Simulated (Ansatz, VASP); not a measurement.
## KF in VASP and in Ansatz

```
CELL_PARAMETERS angstrom
-0.05347 2.48449 2.48449
2.48449 -0.05347 2.48449
2.48449 2.48449 -0.05347
ATOMIC_POSITIONS crystal
K 0.00000 0.00000 0.00000
F 0.50000 0.50000 0.50000
```

Alike in both runs: task single point; functional LDA; k mesh 8 × 8 × 8; occupations gaussian, width 0.05 eV; no spin polarisation.

|  | VASP | Ansatz |
| --- | --- | --- |
| version | VASP 6.6.1 | Ansatz 0.2.0 |
| potentials or method | VASP PAW LDA potentials, release 64 (K_sv, F), cutoff 520 eV | scalar-relativistic, plane waves, PAW |
| valence electrons in the cell | 16 | 16 |

|  | VASP | Ansatz | Ansatz less VASP |
| --- | --- | --- | --- |
| gap on the k mesh at the Fermi level (eV) | 6.82 | 6.84 | +0.020 |
| least direct gap on the mesh (eV) | 6.83 | 6.85 | +0.022 |
| pressure (GPa) | 4.8 | 4.4 | -0.42 |
| traceless stress, the component that is largest in VASP (GPa) | 0.20 | 0.21 | +0.011 |

LDA's correlation is that of Perdew and Zunger in VASP and of Perdew and Wang (1992) in Ansatz.
